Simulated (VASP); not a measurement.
A run of VASP 6.6.1 is set up as follows.

INCAR

```
SYSTEM = Al2Pt
PREC = Accurate
ENCUT = 520
EDIFF = 1E-7
ISMEAR = -1
SIGMA = 0.05
LREAL = .False.
LASPH = .True.
NELM = 60
ALGO = Fast
ISIF = 2
LWAVE = .False.
LCHARG = .True.
GGA = PE
LELF = .True.
LVHAR = .True.
NBANDS = 15
```

The input KPOINTS:

```
regular mesh
0
Gamma
  8 8 8
  0 0 0
```

The input POSCAR:

```
Al2Pt
1.0
    0.0000000000      2.9382564584      2.9382564584
    2.9382564584      0.0000000000      2.9382564584
    2.9382564584      2.9382564584      0.0000000000
Pt Al
1 2
Direct
    0.0000000000      0.0000000000      0.0000000000
    0.7500000000      0.7500000000      0.7500000000
    0.2500000000      0.2500000000      0.2500000000
```

Potentials or basis: VASP PAW PBE potentials, release 64 (Pt, Al).

Command:

```bash
$ cat potpaw_PBE.64/Pt/POTCAR potpaw_PBE.64/Al/POTCAR > POTCAR
$ mpirun -np 1 vasp_std > vasp.out
```

Q: What does it give for the band gap on the k mesh?

A: Zero (band 8 reaches 11.94 eV, above the bottom of band 9 at 6.46 eV).

Q: Predict the pressure.

A: 4.8 GPa.

Caveat: spin-orbit coupling is left out, which moves the levels of the heavy elements.
